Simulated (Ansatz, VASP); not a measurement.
# One calculation of LaHg, two programs

```
CELL_PARAMETERS angstrom
3.91225 0.00000 0.00000
0.00000 3.91225 0.00000
0.00000 0.00000 3.91225
ATOMIC_POSITIONS crystal
La 0.50000 0.50000 0.50000
Hg 0.00000 0.00000 0.00000
```

Change from the starting cell: volume scaled by 1.06, crystal datasets.

Alike in both runs: task electric field gradients; functional LDA; k mesh 11 × 11 × 11; occupations fermi-dirac, width 0.08 eV; no spin polarisation.

|  | VASP | Ansatz |
| --- | --- | --- |
| version | VASP 6.6.1 | Ansatz 0.2.0 |
| potentials or method | VASP PAW LDA potentials, release 64 (La, Hg), cutoff 400 eV | all-electron PAW with datasets made for the crystal, scalar-relativistic |

|  | VASP | Ansatz | Ansatz less VASP |
| --- | --- | --- | --- |
| pressure (GPa) | -4.6 | -4.7 | -0.10 |

LDA's correlation is that of Perdew and Zunger in VASP and of Perdew and Wang (1992) in Ansatz. Ansatz ran all-electron here, and VASP with PAW potentials.

Neither program's run includes spin-orbit coupling.
